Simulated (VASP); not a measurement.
# Ta: relaxation of cell and atoms with PBE

Ta:

```
Ta
1.0
     2.90037    0.00000    0.00000
    -1.45019    2.51180    0.00000
     0.00000    0.00000    5.16627
Ta
2
Direct
  0.58501 0.29443 0.73213
  0.41499 0.70557 0.26787
```

| Item | Value |
| --- | --- |
| Program | VASP 6.6.1 |
| Task | relaxation of cell and atoms |
| Functional | PBE |
| Potentials or basis | VASP PAW PBE potentials, release 64 (Ta_pv) |
| Cutoff | 600 eV |
| k mesh | 11 × 11 × 5 |
| Occupations | fermi-dirac, width 0.05 eV |
| Spin | no spin polarisation |
| Target pressure | 5 GPa |
| Dipole correction | no |
| Further INCAR settings | ALGO = Fast; EDIFF = 1e-06; IBRION = 2; EDIFFG = -0.01; NSW = 60; ISIF = 3 |

```json
{
 "Relaxed volume": "17.84 Å³/atom",
 "Relaxed cell": "a = 2.851 Å, b = 3.293 Å, c = 4.654 Å, α = 90.00°, β = 90.01°, γ = 125.23°",
 "Space group after relaxing (to 0.1 Å)": "Im-3m (No. 229)",
 "Energy change on relaxing (the run minimises the enthalpy)": "-286.7 meV/atom",
 "Ionic steps": "22",
 "Pressure after relaxing": "5.0 GPa",
 "Largest force after relaxing": "0.009 eV/Å",
 "Band gap on the k mesh": "zero (bands 11 and 12 overlap by 2.33 eV)"
}
```

Forces on the atoms (eV/Å):
```
Ta  -0.004 -0.003 -0.007
Ta   0.004  0.003  0.007
```

Stress tensor (GPa, compression positive):
```
 5.03 -0.07  0.02
-0.07  4.92  0.01
 0.02  0.01  4.93
```

The path:
| step | energy change (eV) | largest force (eV/Å) | pressure (GPa) | volume (Å³) |
| --- | --- | --- | --- | --- |
| 1 | 0.0000 | 1.8997 | 1.78 | 37.64 |
| 2 | -0.2841 | 0.6833 | 9.04 | 35.54 |
| 3 | -0.2805 | 0.7911 | 11.04 | 35.18 |
| 4 | -0.4599 | 0.7480 | -4.15 | 37.64 |
| 5 | -0.4486 | 0.7654 | -1.54 | 37.13 |
| 6 | -0.5274 | 0.6086 | 2.36 | 36.29 |
| 7 | -0.5286 | 0.5557 | 4.45 | 35.90 |
| 8 | -0.5468 | 0.3943 | 5.18 | 35.71 |
| 9 | -0.5555 | 0.2063 | 6.77 | 35.40 |
| 10 | -0.5537 | 0.1971 | 7.28 | 35.33 |
| 11 | -0.5824 | 0.1576 | 1.56 | 36.27 |
| 12 | -0.5721 | 0.1687 | 4.48 | 35.77 |
| 13 | -0.5732 | 0.1039 | 4.72 | 35.73 |
| 14 | -0.5729 | 0.0315 | 5.00 | 35.68 |
| 15 | -0.5726 | 0.0201 | 5.05 | 35.67 |
| 16 | -0.5735 | 0.0103 | 4.94 | 35.69 |
| 17 | -0.5740 | 0.0089 | 4.80 | 35.71 |
| 18 | -0.5739 | 0.0092 | 4.83 | 35.70 |
| 19 | -0.5709 | 0.0057 | 5.43 | 35.61 |
| 20 | -0.5728 | 0.0081 | 5.05 | 35.66 |
| 21 | -0.5728 | 0.0071 | 5.08 | 35.67 |
| 22 | -0.5734 | 0.0085 | 4.96 | 35.68 |

Final structure:
```
CELL_PARAMETERS angstrom
2.83869 -0.26186 0.00065
-1.64445 2.85266 0.00075
-0.00250 -0.00232 4.65416
ATOMIC_POSITIONS crystal
Ta 0.50029 0.25014 0.75010
Ta 0.49971 0.74986 0.24990
```

Levels at points of the mesh, in eV from the Fermi level:
| k point | band 7 | band 8 | band 9 | band 10 | band 11 | band 12 | band 13 | band 14 | band 15 |
| --- | --- | --- | --- | --- | --- | --- | --- | --- | --- |
| (0.00, 0.00, 0.00) | -7.96 | -4.42 | -1.57 | 0.72 | 0.73 | 0.74 | 1.63 | 3.93 | 4.04 |

Run time: 50 min on 1 thread of Intel Xeon 8259CL, on a shared host, peak memory 0.35 GiB.

Caveat: the cell is relaxed towards a set pressure, so the run minimises the enthalpy, not the energy; spin-orbit coupling is left out, which moves the levels of the heavy elements.
